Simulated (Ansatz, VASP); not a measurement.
**Cu in VASP and in Ansatz**

INCAR

```
SYSTEM = Cu
PREC = Accurate
ENCUT = 520
EDIFF = 1E-7
ISMEAR = -1
SIGMA = 0.1
LREAL = .False.
LASPH = .True.
NELM = 60
ALGO = Normal
ISIF = 2
LWAVE = .False.
LCHARG = .False.
GGA = CA
NBANDS = 18
```

KPOINTS

```
Automatic mesh
0
Gamma
  18 18 9
  0 0 0
```

Contents of POSCAR:

```
Cu
1.0
   -1.6939178529      1.3955582170      1.2421524020
    1.3955582170     -1.6939178529      1.2421524020
    3.1691800817      3.1691800817     -1.7885986216
Cu
2
Direct
    0.9586702959      0.0413297041      1.0000000000
    0.7913297041      0.2086702959      0.5000000000
```

Input for Ansatz:

```yaml
crystal:
  lattice:
    - [-1.6939178529, 1.395558217, 1.242152402]
    - [1.395558217, -1.6939178529, 1.242152402]
    - [3.1691800817, 3.1691800817, -1.7885986216]
  atoms:
    - { symbol: Cu, position: [0.9586702959, 0.0413297041, 1.0] }
    - { symbol: Cu, position: [0.7913297041, 0.2086702959, 0.5] }
hamiltonian:
  xc: lda
  pseudopotentials:
    kind: paw
    azcp:
      Cu: "pseudopotentials/Cu.paw.azcp"
basis:
  ecutwfc: 420
  fft_grid_basis: typed
kpoints:
  mp_grid: { grid: [18, 18, 9], shift: [0, 0, 0] }
magnetization:
  spin_polarized: false
scf:
  occupations: { method: fermi_dirac, width: 0.1 }
  lower_state_search: "off"
output:
  stress: true
  write_density: true
  write_potential: true
  elf: true
  volumetric_format: npy
```

Alike in both runs: task single point; functional LDA; k mesh 18 × 18 × 9; occupations fermi-dirac, width 0.1 eV; no spin polarisation.

|  | VASP | Ansatz |
| --- | --- | --- |
| version | VASP 6.6.1 | Ansatz 0.2.0 |
| potentials or method | VASP PAW LDA potentials, release 64 (Cu), cutoff 520 eV | plane waves (420 eV) with PAW, scalar-relativistic |
| valence electrons in the cell | 22 | 38 |

VASP gave:

* pressure (GPa): -5.8
* traceless stress, the component that is largest in VASP (GPa): 0.28

Q: Estimate Ansatz's values.

A: Pressure (GPa): -6.7; traceless stress, the component that is largest in VASP (GPa): 0.29.

Ansatz warns that its potentials were made for another functional, while VASP's fit it. LDA's correlation is that of Perdew and Zunger in VASP and of Perdew and Wang (1992) in Ansatz. VASP's potentials hold 22 valence electrons a cell and Ansatz's 38, so a difference there can come from the potentials and not from the codes.
